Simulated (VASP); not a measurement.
## Hf: single point with PBE

Crystal: Hf.

```
Hf
1.0
    -1.80500    1.80500    1.80500
     1.80500   -1.80500    1.80500
     1.80500    1.80500   -1.80500
Hf
1
Direct
  0.00000 0.00000 0.00000
```

| Quantity | Value |
| --- | --- |
| Program | VASP 6.6.1 |
| Task | single point |
| Functional | PBE |
| Potentials or basis | VASP PAW PBE potentials, release 64 (Hf_pv) |
| Cutoff | 520 eV |
| k mesh | 7 × 7 × 7 |
| Occupations | fermi-dirac, width 0.05 eV |
| Spin | non-collinear spin, zero start, spin-orbit coupling |
| Starting moments | [[0.0, 0.0, 0.0]] μB |
| Dipole correction | no |
| Further INCAR settings | ALGO = Normal; EDIFF = 1e-06; NBANDS = 21 |

```yaml
Pressure: -4.6 GPa
Net_moment: 0.00 μB per cell
Valence_electrons_inside_the_program's_atomic_spheres: Hf 8.30
```

Moments on the atoms (μB; x, y, z):
```
Hf  0.00 0.00 0.00
```

Run time: 31 s on 1 thread of Intel Xeon 8259CL, on a shared host, peak memory 0.2 GiB.
